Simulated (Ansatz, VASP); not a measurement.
# H10SO4: VASP beside Ansatz

```
O H S
1.0
     5.45136    0.00000    0.00000
     0.00000    5.45136    0.00000
     0.00000    0.00000    5.45136
O H S
4 10 1
Direct
  0.81810 0.36816 0.74068
  0.18945 0.08927 0.00989
  0.77969 0.89157 0.23861
  0.55211 0.80733 0.77665
  0.93720 0.42348 0.61493
  0.92450 0.27603 0.85343
  0.28988 0.22897 0.06223
  0.30330 0.97719 0.92403
  0.69251 0.87236 0.08174
  0.93350 0.97282 0.18971
  0.63704 0.89608 0.64580
  0.61928 0.63845 0.76854
  0.30195 0.75176 0.41083
  0.00310 0.63341 0.25548
  0.21755 0.52894 0.34159
```

Alike in both runs: functional PBE; k mesh 1 × 1 × 1; occupations fermi-dirac, width 0.05 eV; no spin polarisation.

Ansatz relaxed the structure, and its values are those at the end. VASP's run is a single point on that final structure, the one shown.

|  | VASP | Ansatz |
| --- | --- | --- |
| version | VASP 6.6.1 | Ansatz 0.2.0 |
| potentials or method | VASP PAW PBE potentials, release 64 (O_h, H_h, S), cutoff 910 eV | scalar-relativistic, plane waves, PAW |
| valence electrons in the cell | 40 | 40 |

Ansatz gave:

```
rms of the force components (eV/Å) : 0.098
```

Q: What did VASP give for the same quantities?

A: rms of the force components (eV/Å): 0.111.

With one functional, cell and mesh, what is left measures potentials, basis and numerics.

Noted on VASP's run: the cutoff is short for stress, so the pressure is rough.
